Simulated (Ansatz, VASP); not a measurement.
Two plane-wave programs on WS2

```xyz
6
Lattice="3.1454 0.0000 0.0000 -1.5727 2.7240 0.0000 0.0000 0.0000 22.6376" Properties=species:S:1:pos:R:3 pbc="T T T"
W     0.0000    1.8160   14.3650
W     1.5727    0.9080    8.2725
S     0.0000    1.8160    6.7679
S     1.5727    0.9080   12.8592
S     0.0000    1.8160    9.7783
S     1.5727    0.9080   15.8697
```

Alike in both runs: task single point; functional PBEsol; k mesh 12 × 12 × 2; occupations gaussian, width 0.05 eV; no spin polarisation.

```csv
,VASP,Ansatz
version,VASP 6.6.1,Ansatz 0.2.0
potentials or method,"VASP PAW PBE potentials, release 64 (W_sv, S), cutoff 520 eV","scalar-relativistic, plane waves, PAW"
valence electrons in the cell,52,52
```

Ansatz gave:

* gap on the k mesh at the Fermi level (eV): 1.07
* least direct gap on the mesh (eV): 1.73
* rms of the force components (eV/Å): 0.642

**Question.** What did VASP give for the same quantities?

**Answer.** gap on the k mesh at the Fermi level (eV): 1.09; least direct gap on the mesh (eV): 1.73; rms of the force components (eV/Å): 0.652.

VASP's potentials were made for PBE, not for PBEsol, and Ansatz warns of the same on its side. Atom by atom the forces differ by 0.010 eV/Å (rms over components).

Spin-orbit coupling is off throughout.
